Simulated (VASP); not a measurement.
# Ca3Zr in VASP: notebook

Ca3Zr is run at these levels: PBE; tasks: single point.

Everything below comes from runs of VASP 6.6.1. Logs are shortened: lines on timing, memory, paths and dates and some standing lists are left out, and cuts for length are marked.

### 1 The cell of the first run

The structure is cubic, space group Pm-3m (No. 221). The conventional cell has a = 5.130 Å, b = 5.130 Å, c = 5.130 Å, α = 90.00°, β = 90.00°, γ = 90.00°. Ca (site symmetry 4/mmm) has 8 Ca at 3.63 Å and 4 Zr at 3.63 Å within 4.8 Å. Zr (site symmetry m-3m) has 12 Ca at 3.63 Å within 4.8 Å.

### 2 Single point, PBE

Contents of INCAR:

```
  PREC = Accurate
  ENCUT = 520
  EDIFF = 1E-6
  ISMEAR = 0
  SIGMA = 0.1
  LREAL = False
  LASPH = True
  NELM = 80
  ALGO = Fast
  ISIF = 2
  LWAVE = False
  LCHARG = True
  GGA = PE
  LELF = True
  LVHAR = True
  NBANDS = 29
```

Contents of KPOINTS:

```
Automatic mesh
0
Gamma
  4 4 4
```

Contents of POSCAR:

```
Ca3Zr
1.0
    5.1298586483      0.0000000000      0.0000000000
    0.0000000000      5.1298586483      0.0000000000
    0.0000000000      0.0000000000      5.1298586483
Ca Zr
3 1
Direct
    0.0000000000      0.5000000000      0.5000000000
    0.5000000000      0.0000000000      0.5000000000
    0.5000000000      0.5000000000      0.0000000000
    0.0000000000      0.0000000000      0.0000000000
```

Potentials or basis: VASP PAW PBE potentials, release 64 (Ca_sv, Zr_sv).

On the command line:

```bash
$ cat potpaw_PBE.64/Ca_sv/POTCAR potpaw_PBE.64/Zr_sv/POTCAR > POTCAR
$ mpirun -np 1 vasp_std > vasp.out
```

OUTCAR:

```text
PREC = Accurate
   ENCUT = 520
   EDIFF = 1E-6
   ISMEAR = 0
   LREAL = False
   LASPH = True
   NELM = 80
   ISIF = 2
   GGA = PE

 ion  position               nearest neighbor table
   1  0.000  0.500  0.500-
   2  0.500  0.000  0.500-
   3  0.500  0.500  0.000-
   4  0.000  0.000  0.000-

  LATTYP: Found a simple cubic cell.
 ALAT       =     5.1298586483

  Lattice vectors:

 A1 = (   5.1298586483,   0.0000000000,   0.0000000000)
 A2 = (   0.0000000000,   5.1298586483,   0.0000000000)
 A3 = (   0.0000000000,   0.0000000000,   5.1298586483)

Analysis of symmetry for initial positions (statically):
=====================================================================
 Subroutine PRICEL returns:
 Original cell was already a primitive cell.

 Routine SETGRP: Setting up the symmetry group for a
 simple cubic supercell.

 Subroutine GETGRP returns: Found 48 space group operations
[... 9 lines left out ...]

 Routine SETGRP: Setting up the symmetry group for a
 simple cubic supercell.

 Subroutine GETGRP returns: Found 48 space group operations
[... 11 lines left out ...]
                                     Primitive cell

  volume of cell :     134.9945

  direct lattice vectors                    reciprocal lattice vectors
     5.129858648  0.000000000  0.000000000     0.194937145  0.000000000  0.000000000
     0.000000000  5.129858648  0.000000000     0.000000000  0.194937145  0.000000000
     0.000000000  0.000000000  5.129858648     0.000000000  0.000000000  0.194937145

  length of vectors
     5.129858648  5.129858648  5.129858648     0.194937145  0.194937145  0.194937145

  position of ions in fractional coordinates (direct lattice)
     0.000000000  0.500000000  0.500000000
     0.500000000  0.000000000  0.500000000
     0.500000000  0.500000000  0.000000000
     0.000000000  0.000000000  0.000000000

  ion indices of the primitive-cell ions
   primitive index   ion index
                 1           1
                 2           2
                 3           3
                 4           4

----------------------------------------------------------------------------------------

 KPOINTS: Automatic mesh

Automatic generation of k-mesh.
 Grid dimensions read from file:
 generate k-points for:    4    4    4

 Generating k-lattice:

  Cartesian coordinates                     Fractional coordinates (reciprocal lattice)
     0.048734286  0.000000000  0.000000000     0.250000000  0.000000000  0.000000000
     0.000000000  0.048734286  0.000000000     0.000000000  0.250000000  0.000000000
     0.000000000  0.000000000  0.048734286     0.000000000  0.000000000  0.250000000

  Length of vectors
     0.048734286  0.048734286  0.048734286

  Shift w.r.t. Gamma in fractional coordinates (k-lattice)
     0.000000000  0.000000000  0.000000000

 Subroutine IBZKPT returns following result:
 ===========================================

 Found     10 irreducible k-points:

 Following reciprocal coordinates:
            Coordinates               Weight
  0.000000  0.000000  0.000000      1.000000
  0.250000  0.000000  0.000000      6.000000
  0.500000  0.000000  0.000000      3.000000
  0.250000  0.250000  0.000000     12.000000
  0.500000  0.250000  0.000000     12.000000
  0.500000  0.500000  0.000000      3.000000
  0.250000  0.250000  0.250000      8.000000
  0.500000  0.250000  0.250000     12.000000
  0.500000  0.500000  0.250000      6.000000
  0.500000  0.500000  0.500000      1.000000
   k-points           NKPTS =     10   k-points in BZ     NKDIM =     10   number of bands    NBANDS=     29
   number of dos      NEDOS =    301   number of ions     NIONS =      4
   total plane-waves  NPLWV =  64000
   dimension x,y,z NGX =    40 NGY =   40 NGZ =   40
   dimension x,y,z NGXF=    80 NGYF=   80 NGZF=   80
   ions per type =               3   1
   NGX,Y,Z   is equivalent  to a cutoff of  12.96, 12.96, 12.96 a.u.
   NGXF,Y,Z  is equivalent  to a cutoff of  25.93, 25.93, 25.93 a.u.
 SYSTEM =  unknown system
   PREC   = accura    normal or accurate (medium, high low for compatibility)
   ISTART =      0    job   : 0-new  1-cont  2-samecut
   ICHARG =      2    charge: 1-file 2-atom 10-const
   ISPIN  =      1    spin polarized calculation?
   LNONCOLLINEAR =      F non collinear calculations
   LSORBIT =      F    spin-orbit coupling
   LASPH  =      T    aspherical Exc in radial PAW
   ENCUT  =  520.0 eV  38.22 Ry    6.18 a.u.   9.54  9.54  9.54*2*pi/ulx,y,z
   NELM   =     80;   NELMIN=  2; NELMDL= -5     # of ELM steps
   EDIFF  = 0.1E-05   stopping-criterion for ELM
   LREAL  =      F    real-space projection
   EDIFFG = 0.1E-04   stopping-criterion for IOM
   NSW    =      0    number of steps for IOM
   IBRION =     -1    ionic relax: 0-MD 1-quasi-New 2-CG
   NFREE  =      0    steps in history (QN), initial steepest desc. (CG)
   ISIF   =      2    stress and relaxation
   ISYM   =      2    0-nonsym 1-usesym 2-fastsym
   POTIM  = 0.5000    time-step for ionic-motion
   TEBEG  =    0.0;   TEEND  =   0.0 temperature during run
   PSTRESS=    0.0 pullay stress
   NELECT =      42.0000    total number of electrons
   NUPDOWN=      -1.0000    fix difference up-down
   EMIN   =  10.00;   EMAX   =-10.00  energy-range for DOS
   EFERMI =   0.00;   METHOD = LEGACY
   ISMEAR =     0;   SIGMA  =   0.10  broadening in eV -4-tet -1-fermi 0-gaus
   EFERMI_NEDOS =   21; number of points for ismear=-14 and -15
   IALGO  =     68    algorithm
   IMIX   =      4    mixing-type and parameters
     AMIX     =   0.40;   BMIX     =  1.00
     AMIX_MAG =   1.60;   BMIX_MAG =  1.00
  volume/ion in A,a.u.               =      33.75       227.75
  Fermi-wavevector in a.u.,A,eV,Ry     =   1.109309  2.096290 16.742873  1.230566
  Thomas-Fermi vector in A             =   2.245847
   LORBIT       =      0    0 simple, 1 ext, 2 COOP (PROOUT), +10 PAW based schemes
   GGA     = PE    functional components
   LHFCALC =     F    Hartree Fock is set to
   AEXX    =    0.0000 exact exchange contribution
   IVDW    =     0    specifies the selected vdW correction
   LEPSILON=     F    determine dielectric tensor
   LRPA    =     F    only Hartree local field effects (RPA)
 non-spin polarized calculation
 RMM-DIIS sequential band-by-band and
 Gauss-broadening in eV      SIGMA  =   0.10
  energy-cutoff  :      520.00
  volume of cell :      134.99
 maximum number of plane-waves:      3695
 NGX is ok and might be reduce to    40
   NGX = 19   NGY = 19   NGZ = 19

 number of electron      42.0000006 magnetization

 Free energy of the ion-electron system (eV)
  ---------------------------------------------------
  ext. energy  EPLUGINS =         0.00000000
  ---------------------------------------------------
  free energy    TOTEN  =       -12.59848446 eV

  energy without entropy =      -12.54757383  energy(sigma->0) =      -12.57302914

 E-fermi :   3.4059     XC(G=0):  -8.7057

 val. band max:        3.4020241892   @ k =   0.2500   0.2500   0.0000
 cond. band min:       3.4472539526   @ k =   0.5000   0.2500   0.2500
 fundamental gap:      0.0452297634
 Fermi energy:         3.4058907551

 k-point     1 :       0.0000    0.0000    0.0000
  band No.  band energies     occupation
      1     -46.0318      2.00000
      2     -37.7807      2.00000
      3     -37.7429      2.00000
      4     -37.7429      2.00000
      5     -24.0208      2.00000
      6     -24.0208      2.00000
[... 21 lines left out ...]
     28       5.7407      0.00000
     29       5.7407      0.00000

 k-point     2 :       0.2500    0.0000    0.0000
  band No.  band energies     occupation
      1     -46.0318      2.00000
      2     -37.7759      2.00000
      3     -37.7477      2.00000
      4     -37.7429      2.00000
      5     -24.0213      2.00000
      6     -24.0205      2.00000
[... 21 lines left out ...]
     28       5.9585      0.00000
     29       5.9586      0.00000

 k-point     3 :       0.5000    0.0000    0.0000
  band No.  band energies     occupation
      1     -46.0318      2.00000
      2     -37.7682      2.00000
      3     -37.7555      2.00000
      4     -37.7428      2.00000
      5     -24.0218      2.00000
      6     -24.0201      2.00000
[... 21 lines left out ...]
     28       6.2112      0.00000
     29       6.3439      0.00000

 k-point     4 :       0.2500    0.2500    0.0000
  band No.  band energies     occupation
      1     -46.0318      2.00000
      2     -37.7717      2.00000
      3     -37.7492      2.00000
      4     -37.7456      2.00000
      5     -24.0217      2.00000
      6     -24.0210      2.00000
[... 21 lines left out ...]
     28       5.8313      0.00000
     29       6.1161      0.00000

 k-point     5 :       0.5000    0.2500    0.0000
  band No.  band energies     occupation
      1     -46.0317      2.00000
      2     -37.7644      2.00000
      3     -37.7555      2.00000
      4     -37.7465      2.00000
      5     -24.0222      2.00000
      6     -24.0213      2.00000
[... 21 lines left out ...]
     28       5.5196      0.00000
     29       6.0591      0.00000

 k-point     6 :       0.5000    0.5000    0.0000
  band No.  band energies     occupation
      1     -46.0317      2.00000
      2     -37.7554      2.00000
      3     -37.7554      2.00000
      4     -37.7554      2.00000
      5     -24.0225      2.00000
      6     -24.0225      2.00000
[... 21 lines left out ...]
     28       5.2135      0.00000
     29       5.2135      0.00000

 k-point     7 :       0.2500    0.2500    0.2500
  band No.  band energies     occupation
      1     -46.0317      2.00000
      2     -37.7681      2.00000
      3     -37.7491      2.00000
      4     -37.7491      2.00000
      5     -24.0217      2.00000
      6     -24.0217      2.00000
[... 21 lines left out ...]
     28       5.9312      0.00000
     29       5.9420      0.00000

 k-point     8 :       0.5000    0.2500    0.2500
  band No.  band energies     occupation
      1     -46.0317      2.00000
      2     -37.7618      2.00000
      3     -37.7554      2.00000
      4     -37.7491      2.00000
      5     -24.0226      2.00000
      6     -24.0217      2.00000
[... 21 lines left out ...]
     28       5.8017      0.00000
     29       5.9516      0.00000

 k-point     9 :       0.5000    0.5000    0.2500
  band No.  band energies     occupation
      1     -46.0317      2.00000
      2     -37.7554      2.00000
      3     -37.7554      2.00000
      4     -37.7554      2.00000
      5     -24.0229      2.00000
      6     -24.0229      2.00000
[... 21 lines left out ...]
     28       5.4261      0.00000
     29       5.4263      0.00000

 k-point    10 :       0.5000    0.5000    0.5000
  band No.  band energies     occupation
      1     -46.0317      2.00000
      2     -37.7553      2.00000
      3     -37.7553      2.00000
      4     -37.7553      2.00000
      5     -24.0233      2.00000
      6     -24.0233      2.00000
[... 21 lines left out ...]
     28       5.3718      0.00000
     29       6.1372      0.00000

------------------------ aborting loop because EDIFF is reached ----------------------------------------

  FORCE on cell =-STRESS in cart. coord.  units (eV):
  Direction    XX          YY          ZZ          XY          YZ          ZX
  --------------------------------------------------------------------------------------
  -------------------------------------------------------------------------------------
  Total        0.3168927      0.3168927      0.3168927     -0.0000000     -0.0000000     -0.0000000
  in kB        3.7610281      3.7610281      3.7610281     -0.0000000     -0.0000000     -0.0000000
  external PRESSURE =       3.7610281 kB  Pullay stress =       0.0000000 kB

 VOLUME and BASIS-vectors are now :
 -----------------------------------------------------------------------------
  energy-cutoff  :      520.00
  volume of cell :      134.99
      direct lattice vectors                 reciprocal lattice vectors
     5.129858648  0.000000000  0.000000000     0.194937145  0.000000000  0.000000000
     0.000000000  5.129858648  0.000000000     0.000000000  0.194937145  0.000000000
     0.000000000  0.000000000  5.129858648     0.000000000  0.000000000  0.194937145

 POSITION                                       TOTAL-FORCE (eV/Angst)
 -----------------------------------------------------------------------------------
      0.00000      2.56493      2.56493         0.000000      0.000000      0.000000
      2.56493      0.00000      2.56493         0.000000      0.000000      0.000000
      2.56493      2.56493      0.00000         0.000000      0.000000      0.000000
      0.00000      0.00000      0.00000         0.000000      0.000000      0.000000
 -----------------------------------------------------------------------------------
    total drift:                               -0.000000      0.000000     -0.000000

  FREE ENERGIE OF THE ION-ELECTRON SYSTEM (eV)
  ---------------------------------------------------
  free  energy   TOTEN  =       -12.5984844622 eV

  energy  without entropy=      -12.5475738253  energy(sigma->0) =      -12.57302914
```

It took 59 s on 1 thread of Intel Xeon Platinum 8375C at 2.90GHz (Ice Lake), shared host; peak memory 0.25 GiB.

Results:

```
Free energy            : -12.5985 eV
Pressure               : 0.4 GPa
Band gap on the k mesh : zero (band 21 reaches 3.64 eV, above the bottom of band 22 at 3.23 eV)
```

Levels at points of the mesh, in eV from the Fermi level:
| k point | band 16 | band 17 | band 18 | band 19 | band 20 | band 21 | band 22 | band 23 | band 24 | band 25 |
| --- | --- | --- | --- | --- | --- | --- | --- | --- | --- | --- |
| (0.00, 0.00, 0.00) | -22.10 | -4.37 | -1.12 | -1.12 | -0.69 | -0.17 | -0.17 | -0.17 | 1.65 | 1.65 |
| (0.50, 0.00, 0.00) | -22.12 | -2.92 | -2.61 | -0.57 | 0.06 | 0.06 | 0.23 | 0.24 | 1.02 | 1.02 |
| (0.50, 0.50, 0.00) | -22.08 | -1.75 | -1.61 | -1.27 | -1.27 | 0.17 | 0.17 | 0.42 | 0.85 | 1.26 |
| (0.50, 0.50, 0.50) | -22.08 | -1.35 | -1.34 | -1.34 | -1.34 | 0.23 | 0.29 | 0.29 | 0.29 | 1.04 |

### 3 Single point, PBE

This run uses another cell than the first one, of 24.11 Å³/atom, 0.714 times its volume.

Contents of INCAR:

```
SYSTEM = Ca3Zr
PREC = Accurate ; ENCUT = 520
EDIFF = 1E-6 ; ISMEAR = 0
SIGMA = 0.1 ; LREAL = .FALSE.
LASPH = .TRUE. ; NELM = 80
ALGO = Fast ; ISIF = 2
LWAVE = .FALSE. ; LCHARG = .FALSE.
GGA = PE ; NBANDS = 29
```

Contents of KPOINTS:

```
Automatic mesh
0
G
  4 4 4
  0 0 0
```

Contents of POSCAR:

```
Ca3Zr
1.0
    4.6018080930      0.0000000000      0.0000000000
    0.0000000000      4.6018080930      0.0000000000
    0.0000000000      0.0000000000      4.5545079286
Ca Zr
3 1
Direct
    0.0000000000      0.5000000000      0.5000000000
    0.5000000000      0.0000000000      0.5000000000
    0.5000000000      0.5000000000      0.0000000000
    0.0000000000      0.0000000000      0.0000000000
```

Potentials or basis: VASP PAW PBE potentials, release 64 (Ca_sv, Zr_sv).

On the command line:

```bash
$ cat potpaw_PBE.64/Ca_sv/POTCAR potpaw_PBE.64/Zr_sv/POTCAR > POTCAR
$ mpirun -np 1 vasp_std > vasp.out
```

It took 80 s on 1 thread of Intel Xeon Platinum 8375C at 2.90GHz (Ice Lake), shared host; peak memory 0.22 GiB.

Results (log left out):

| Item | Value |
| --- | --- |
| Free energy | -10.9925 eV |
| Pressure | 16.4 GPa |
| Band gap on the k mesh | zero (band 21 reaches 6.64 eV, above the bottom of band 22 at 4.87 eV) |

Levels at points of the mesh, in eV from the Fermi level:
```
           k point  band 16  band 17  band 18  band 19  band 20  band 21  band 22  band 23  band 24  band 25
(0.00, 0.00, 0.00)   -21.13    -4.66    -1.69    -1.68    -1.13    -0.52    -0.49    -0.49     2.84     2.84
(0.50, 0.00, 0.00)   -21.19    -2.81    -2.40    -0.85     0.05     0.18     0.32     0.38     1.41     1.50
(0.50, 0.50, 0.00)   -21.11    -1.37    -1.33    -0.82    -0.82     0.43     0.43     0.53     1.08     1.61
(0.00, 0.00, 0.50)   -21.20    -2.78    -2.36    -0.82     0.09     0.18     0.34     0.34     1.43     1.43
(0.50, 0.00, 0.50)   -21.11    -1.34    -1.30    -0.79    -0.79     0.37     0.38     0.55     1.09     1.54
(0.50, 0.50, 0.50)   -21.11    -1.54    -1.54    -1.54    -1.41     1.28     1.31     1.31     1.31     1.43
```
